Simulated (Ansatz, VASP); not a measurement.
**Two plane-wave programs on Ag**

```xyz
3
Lattice="2.8284 0.0000 0.0000 -1.4142 2.4495 0.0000 0.0000 0.0000 11.6033" Properties=species:S:1:pos:R:3 pbc="T T T"
Ag    0.0000    0.8165    3.5000
Ag    0.0000    2.4495    5.8016
Ag    1.4142    1.6330    8.1033
```

Alike in both runs: task single point; functional LDA; k mesh 13 × 13 × 1; occupations fermi-dirac, width 0.05 eV; no spin polarisation.

```csv
,VASP,Ansatz
version,VASP 6.6.1,Ansatz 0.2.0
potentials or method,"VASP PAW LDA potentials, release 64 (Ag)","PAW with Ansatz's default frozen-core files, scalar-relativistic"
plane-wave cutoff (eV),520,420
valence electrons in the cell,33,57
```

Ansatz gave:

```
rms of the force components (eV/Å) : 0.004
```

Question: Estimate VASP's values.

Answer: rms of the force components (eV/Å): 0.008.

LDA's correlation is that of Perdew and Zunger in VASP and of Perdew and Wang (1992) in Ansatz. Atom by atom the forces differ by 0.004 eV/Å (rms over components). VASP's potentials hold 33 valence electrons a cell and Ansatz's 57, so a difference there can come from the potentials and not from the codes. Ansatz's warnings: vacuum density over bound.
